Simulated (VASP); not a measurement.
A run of VASP 6.6.1 is set up as follows.

Contents of INCAR:

```
PREC     = Accurate       # precision mode
ENCUT    = 520            # plane-wave cutoff, eV
EDIFF    = 1E-6           # SCF threshold, eV
ISMEAR   = 0              # smearing method
SIGMA    = 0.05           # smearing width, eV
LREAL    = F              # projectors in reciprocal space
LASPH    = T              # aspherical terms in the spheres
NELM     = 100            # most SCF steps
ALGO     = Normal         # electronic algorithm
ISIF     = 2              # what is computed and relaxed
LWAVE    = F              # write WAVECAR
LCHARG   = F              # write CHGCAR
GGA      = PE             # functional
NBANDS   = 16             # bands
```

File KPOINTS:

```
regular mesh
0
Gamma
  10 10 10
```

The input POSCAR:

```
ZnS
1.0
    0.0000000000      2.6640802500      2.7452197500
    2.6640802500      0.0000000000      2.7452197500
    2.6640802500      2.6640802500      0.0000000000
Zn S
1 1
Direct
    0.0000000000      0.0000000000      0.0000000000
    0.7500000000      0.7500000000      0.7500000000
```

Potentials or basis: VASP PAW PBE potentials, release 64 (Zn, S).

Command:

```sh
$ cat potpaw_PBE.64/Zn/POTCAR potpaw_PBE.64/S/POTCAR > POTCAR
$ mpirun -np 1 vasp_std > vasp.out
```

Task: Predict the band gap on the k mesh.

Result: 2.13 eV, direct.

Task: Predict the pressure.

Result: 2.7 GPa.

Stress tensor (GPa, compression positive):
```
3.14 0.00 0.00
0.00 3.14 0.00
0.00 0.00 1.88
```

Caveat: the cell differs from its parent crystal (strain -0.015 along x and y, +0.015 along z).
